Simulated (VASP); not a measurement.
# WSe2 (P6_3/mmc) in VASP: further runs, part 2 of 2

VASP 6.6.1.

**5. Single point, PBEsol**

This run uses another cell than the first one, of 20.42 Å³/atom.

INCAR

```
ALGO = Normal
EDIFF = 1E-7
ENCUT = 520
GGA = PS
ISIF = 2
ISMEAR = 0
LASPH = T
LCHARG = F
LREAL = F
LWAVE = F
NBANDS = 35
NELM = 100
PREC = Accurate
SIGMA = 0.02
```

KPOINTS

```
k-points
0
Gamma
  12 12 2
```

POSCAR

```
WSe2
1.0
    3.2710958715      0.0000000000      0.0000000000
   -1.6355479357      2.8328521229      0.0000000000
    0.0000000000      0.0000000000     13.2236711558
W Se
2 4
Direct
    0.6666666667      0.3333333333      0.7500000000
    0.3333333333      0.6666666667      0.2500000000
    0.3333333333      0.6666666667      0.8766071934
    0.6666666667      0.3333333333      0.3766071934
    0.3333333333      0.6666666667      0.6233928066
    0.6666666667      0.3333333333      0.1233928066
```

Potentials or basis: VASP PAW PBE potentials, release 64 (W_sv, Se).

On the command line:

```console
cat potpaw_PBE.64/W_sv/POTCAR potpaw_PBE.64/Se/POTCAR > POTCAR
mpirun -np 1 vasp_std > vasp.out
```

OUTCAR:

```text
EDIFF = 1E-7
   ENCUT = 520
   GGA = PS
   ISIF = 2
   ISMEAR = 0
   LASPH = T
   LREAL = F
   NELM = 100
   PREC = Accurate

 ion  position               nearest neighbor table
   1  0.667  0.333  0.750-   3 2.52   5 2.52   3 2.52   5 2.52   3 2.52   5 2.52
   2  0.333  0.667  0.250-   4 2.52   6 2.52   4 2.52   6 2.52   4 2.52   6 2.52
   3  0.333  0.667  0.877-   1 2.52   1 2.52   1 2.52
   4  0.667  0.333  0.377-   2 2.52   2 2.52   2 2.52
   5  0.333  0.667  0.623-   1 2.52   1 2.52   1 2.52
   6  0.667  0.333  0.123-   2 2.52   2 2.52   2 2.52

  LATTYP: Found a hexagonal cell.
 ALAT       =     3.2710958715
 C/A-ratio  =     4.0425813474

  Lattice vectors:

 A1 = (   3.2710958715,   0.0000000000,   0.0000000000)
 A2 = (  -1.6355479357,   2.8328521229,   0.0000000000)
 A3 = (   0.0000000000,   0.0000000000,  13.2236711558)

Analysis of symmetry for initial positions (statically):
=====================================================================
 Subroutine PRICEL returns:
 Original cell was already a primitive cell.

 Routine SETGRP: Setting up the symmetry group for a
[... 174 lines left out ...]
  free energy    TOTEN  =       -46.55064889 eV

  energy without entropy =      -46.55064889  energy(sigma->0) =      -46.55064889

 E-fermi :   6.0947     XC(G=0): -10.8332

 val. band max:        5.9483653550   @ k =   0.0000   0.0000   0.0000
 cond. band min:       6.9867265061   @ k =   0.1667   0.1667   0.0000
 fundamental gap:      1.0383611510
 Fermi energy:         6.0946945325

 k-point     1 :       0.0000    0.0000    0.0000
  band No.  band energies     occupation
      1     -68.2229      2.00000
      2     -68.2229      2.00000
      3     -32.4879      2.00000
      4     -32.4879      2.00000
      5     -32.3384      2.00000
      6     -32.3384      2.00000
[... 901 lines left out ...]
     34      10.0489      0.00000
     35      11.6396      0.00000

 [... further k-points ...]
[... 5 lines left out ...]
  --------------------------------------------------------------------------------------
  -------------------------------------------------------------------------------------
  Total        0.2817243      0.2817243      0.3991515      0.0000000     -0.0000000     -0.0000000
  in kB        3.6835429      3.6835429      5.2189018      0.0000000     -0.0000000     -0.0000000
  external PRESSURE =       4.1953292 kB  Pullay stress =       0.0000000 kB

 VOLUME and BASIS-vectors are now :
 -----------------------------------------------------------------------------
  energy-cutoff  :      520.00
  volume of cell :      122.54
      direct lattice vectors                 reciprocal lattice vectors
     3.271095872  0.000000000  0.000000000     0.305707946  0.176500565  0.000000000
    -1.635547936  2.832852123  0.000000000     0.000000000  0.353001130  0.000000000
     0.000000000  0.000000000 13.223671156     0.000000000  0.000000000  0.075621965

 POSITION                                       TOTAL-FORCE (eV/Angst)
 -----------------------------------------------------------------------------------
      1.63555      0.94428      9.91775        -0.000000     -0.000000      0.000000
     -0.00000      1.88857      3.30592         0.000000      0.000000      0.000000
     -0.00000      1.88857     11.59197         0.000000      0.000000      0.060343
      1.63555      0.94428      4.98013        -0.000000      0.000000      0.060343
     -0.00000      1.88857      8.24354        -0.000000     -0.000000     -0.060343
      1.63555      0.94428      1.63171        -0.000000      0.000000     -0.060343
 -----------------------------------------------------------------------------------
    total drift:                               -0.000000      0.000000     -0.000000

  FREE ENERGIE OF THE ION-ELECTRON SYSTEM (eV)
  ---------------------------------------------------
  free  energy   TOTEN  =       -46.5506488858 eV

  energy  without entropy=      -46.5506488858  energy(sigma->0) =      -46.55064889
```

OSZICAR:

```text
N       E                     dE             d eps       ncg     rms          rms(c)
DAV:   1     0.503223119588E+03    0.50322E+03   -0.27711E+04  2948   0.145E+03
DAV:   2    -0.165470642411E+02   -0.51977E+03   -0.50314E+03  3111   0.391E+02
DAV:   3    -0.478032951187E+02   -0.31256E+02   -0.30713E+02  3263   0.901E+01
DAV:   4    -0.484972902277E+02   -0.69400E+00   -0.69027E+00  3169   0.137E+01
DAV:   5    -0.485065208778E+02   -0.92307E-02   -0.92186E-02  3251   0.171E+00    0.313E+01
DAV:   6    -0.469599733301E+02    0.15465E+01   -0.55095E+00  3004   0.155E+01    0.112E+01
DAV:   7    -0.467269212016E+02    0.23305E+00   -0.26365E+00  2832   0.768E+00    0.561E+00
DAV:   8    -0.465511713865E+02    0.17575E+00   -0.38128E-01  2924   0.420E+00    0.127E+00
DAV:   9    -0.465524550222E+02   -0.12836E-02   -0.57520E-02  3148   0.113E+00    0.874E-01
DAV:  10    -0.465507198184E+02    0.17352E-02   -0.12739E-02  2915   0.764E-01    0.153E-01
DAV:  11    -0.465506926614E+02    0.27157E-04   -0.16128E-03  2917   0.256E-01    0.174E-01
DAV:  12    -0.465506530078E+02    0.39654E-04   -0.57091E-05  3043   0.482E-02    0.108E-01
DAV:  13    -0.465506482549E+02    0.47530E-05   -0.67913E-05  2982   0.499E-02    0.702E-03
DAV:  14    -0.465506488760E+02   -0.62115E-06   -0.43062E-06  3216   0.108E-02    0.732E-03
DAV:  15    -0.465506488858E+02   -0.97480E-08   -0.29627E-07  2724   0.297E-03
   1 F= -.46550649E+02 E0= -.46550649E+02  d E =-.221325E-27
```

stdout:

```text
POSCAR found type information on POSCAR W Se
 POSCAR found :  2 types and       6 ions
 scaLAPACK will be used
 -----------------------------------------------------------------------------
|                                                                             |
|                                                                             |
|     You enforced a specific xc type in the INCAR file but a different       |
|     I HOPE YOU KNOW WHAT YOU ARE DOING!                                     |
|                                                                             |
 -----------------------------------------------------------------------------

 LDA part: xc-table for (Slater+PW92), standard interpolation
 POSCAR, INCAR and KPOINTS ok, starting setup
 FFT: planning ... GRIDC
 FFT: planning ... GRID_SOFT
 FFT: planning ... GRID
 WAVECAR not read
 entering main loop
```

Wall time 6.2 min (1 thread of AMD EPYC, shared host); peak memory 0.27 GiB.

What came out:

* Free energy: -46.5506 eV
* Pressure: 0.4 GPa
* Largest force: 0.060 eV/Å
* Band gap on the k mesh: 1.04 eV (least direct gap 1.59 eV)

Forces in eV/Å, atoms in the order of the input:
```
W    0.000  0.000  0.000
W    0.000  0.000  0.000
Se   0.000  0.000  0.060
Se   0.000  0.000  0.060
Se   0.000  0.000 -0.060
Se   0.000  0.000 -0.060
```

Stress tensor (GPa, compression positive):
```
0.37 0.00 0.00
0.00 0.37 0.00
0.00 0.00 0.52
```

Levels at points of the mesh, in eV from the valence-band top:
```tsv
k point	band 23	band 24	band 25	band 26	band 27	band 28	band 29	band 30
(0.00, 0.00, 0.00)	-1.38	-1.19	-1.09	0.00	2.80	2.80	2.84	2.84
(0.50, 0.00, 0.00)	-1.34	-1.23	-1.19	-0.99	2.28	2.31	2.42	2.78
(0.00, 0.00, 0.50)	-1.40	-1.40	-0.24	-0.24	2.81	2.81	2.81	2.81
(0.50, 0.00, 0.50)	-1.27	-1.27	-1.09	-1.09	2.30	2.30	2.63	2.63
```

Caveat: the PAW data sets were made with another functional, which shifts forces and pressure a little; spin-orbit coupling is left out, which moves the levels of the heavy elements; this functional lacks dispersion, which binds the layers, so the pressure and a relaxed spacing across them are unreliable.

**6. The runs side by side**

```tsv
cell	gap on the mesh (eV)	pressure (GPa)	largest force (eV/Å)
a = 3.206, b = 3.206, c = 12.959 Å, angles 90.0, 90.0, 120.0°, 6 atoms, atomic positions A	0.95	4.5	0.07
a = 3.238, b = 3.238, c = 13.091 Å, angles 90.0, 90.0, 120.0°, 6 atoms, atomic positions B	1.00	2.3	0.06
a = 3.271, b = 3.271, c = 13.224 Å, angles 90.0, 90.0, 120.0°, 6 atoms, atomic positions C	1.04	0.4	0.06
```

Alike in all rows: task single point; level PBEsol; potentials or basis VASP PAW PBE potentials, release 64 (W_sv, Se); no spin polarisation; k mesh 12 × 12 × 2; cutoff (eV) 520; smearing gaussian 0.02 eV.

Caveats: the PAW data sets were made with another functional, which shifts forces and pressure a little; spin-orbit coupling is left out, which moves the levels of the heavy elements; this functional lacks dispersion, which binds the layers, so the pressure and a relaxed spacing across them are unreliable; the cell stands under pressure (at least some runs).

Absolute energies hang on the potentials; compare differences alone.
